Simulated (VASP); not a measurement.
Runs of VASP 6.6.1 on Zr. The structure is that of space group P6/mmm (No. 191), or close to it. The cells are those of the table. This isn't the form of Zr at room conditions, which is hcp.

```tsv
cell	k mesh	gap on the mesh (eV)	pressure (GPa)
a = 4.938, b = 4.938, c = 3.075 Å, angles 90.0, 90.0, 120.0°, 3 atoms	8 × 8 × 11	none	(a)
a = 5.273, b = 5.273, c = 3.283 Å, angles 90.0, 90.0, 120.0°, 3 atoms	8 × 8 × 11	none	-8.5
a = 5.144, b = 5.144, c = 3.203 Å, angles 90.0, 90.0, 120.0°, 3 atoms	8 × 8 × 11	none	(b)
a = 5.077, b = 5.077, c = 3.162 Å, angles 90.0, 90.0, 120.0°, 3 atoms	7 × 7 × 10	none	0.0
a = 5.209, b = 5.209, c = 3.244 Å, angles 90.0, 90.0, 120.0°, 3 atoms	8 × 8 × 11	none	-6.1
```

Alike in all rows: task single point; level revPBE; potentials or basis VASP PAW PBE potentials, release 64 (Zr_sv); no spin polarisation; cutoff (eV) 520; smearing fermi-dirac 0.1 eV.

**Question.** Estimate the missing entries.

**Answer.** (a) 8.8; (b) -3.3.

Caveats: the PAW data sets were made with another functional, which shifts forces and pressure a little; the cell stands under tension (at least some runs); the cell stands under pressure (at least some runs).

A k mesh can miss the band edges, and the runs leave out spin-orbit coupling on Zr.

A gap of «none» marks levels without a gap at the run's occupations.
